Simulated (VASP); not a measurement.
A run of VASP 6.6.1 is set up as follows.

POSCAR

```
TiClF
1.0
    4.0426371700      0.0000000000      0.0000000000
    0.0000000000      3.3454184200      0.0000000000
    0.0000000000      0.0000000000      8.0123697700
Cl F Ti
2 2 2
Direct
    0.0000000000      0.0000000000      0.3300000000
    0.5000000000      0.5000000000      0.6700000000
    0.0000000000      0.0000000000      0.9500000000
    0.5000000000      0.5000000000      0.0500000000
    0.0000000000      0.5000000000      0.1000000000
    0.5000000000      0.0000000000      0.9000000000
```

INCAR.step1

```
ALGO = Normal ; EDIFF = 1E-4
ENCUT = 520 ; GGA = PE
ISMEAR = 0 ; ISPIN = 2
ISYM = 0 ; LASPH = True
LCHARG = False ; LMAXMIX = 4
LREAL = False ; LWAVE = True
MAGMOM = 0.01 -0.01 0.01 -0.01 1.35 -1.35 ; NBANDS = 39
NELM = 150 ; PREC = Accurate
SIGMA = 0.0407
```

File INCAR.step2:

```
ALGO = Normal ; EDIFF = 1E-7
ENCUT = 520 ; ISIF = 2
ISMEAR = 0 ; ISPIN = 2
ISTART = 1 ; ISYM = 0
LASPH = True ; LCHARG = False
LMAXMIX = 4 ; LMIXTAU = True
LORBIT = 11 ; LREAL = False
LWAVE = False ; MAGMOM = 0.01 -0.01 0.01 -0.01 1.35 -1.35
METAGGA = R2SCAN ; NBANDS = 39
NELM = 150 ; PREC = Accurate
SIGMA = 0.0407
```

KPOINTS

```
k-points
0
Gamma
  5 6 3
```

Potentials or basis: VASP PAW PBE potentials, release 64 (Cl, F, Ti_sv).

Command:

```sh
$ cat potpaw_PBE.64/Cl/POTCAR potpaw_PBE.64/F/POTCAR potpaw_PBE.64/Ti_sv/POTCAR > POTCAR
$ cp INCAR.step1 INCAR
$ mpirun -np 1 vasp_std > vasp.out
$ cp INCAR.step2 INCAR
$ mpirun -np 1 vasp_std > vasp.out
```

(1) What does it give for the net moment?

(2) Predict the pressure.

(3) Estimate the largest force.

## Answers

(1) 0.00 μB per cell.

(2) 9.1 GPa.

(3) 3.162 eV/Å.

Caveat: the stress differs along the axes, from 2 to 14 GPa; the PAW data sets were made with another functional, which shifts forces and pressure a little.
